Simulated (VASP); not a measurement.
Input of a VASP 6.6.1 run:

The input INCAR:

```
SYSTEM = TaPtSe4
ALGO = Normal ; EDIFF = 1E-7
ENCUT = 520 ; GGA = PE
ISIF = 2 ; ISMEAR = 0
LASPH = .True. ; LCHARG = .True.
LELF = .True. ; LREAL = .False.
LVHAR = .True. ; LWAVE = .False.
NBANDS = 32 ; NELM = 100
PREC = Accurate ; SIGMA = 0.1
```

KPOINTS

```
k-points
0
Gamma
  8 8 8
  0 0 0
```

POSCAR

```
TaPtSe4
1.0
    0.0000000000      3.8684013070      3.8684013070
    3.8684013070      0.0000000000      3.8684013070
    3.8684013070      3.8684013070      0.0000000000
Ta Pt Se
1 1 4
Direct
    0.7500000000      0.7500000000      0.7500000000
    0.0000000000      0.0000000000      0.0000000000
    0.3750404023      0.3750404023      0.8748787930
    0.8748787930      0.3750404023      0.3750404023
    0.3750404023      0.3750404023      0.3750404023
    0.3750404023      0.8748787930      0.3750404023
```

Potentials or basis: VASP PAW PBE potentials, release 64 (Ta_pv, Pt, Se).

Command:

```bash
$ cat potpaw_PBE.64/Ta_pv/POTCAR potpaw_PBE.64/Pt/POTCAR potpaw_PBE.64/Se/POTCAR > POTCAR
$ mpirun -np 1 vasp_std > vasp.out
```

Predict the pressure.

0.0 GPa.

Forces in eV/Å, atoms in the order of the input:
```
Ta   0.000  0.000  0.000
Pt   0.000  0.000  0.000
Se   0.001  0.001 -0.001
Se  -0.001  0.001  0.001
Se  -0.001 -0.001 -0.001
Se   0.001 -0.001  0.001
```
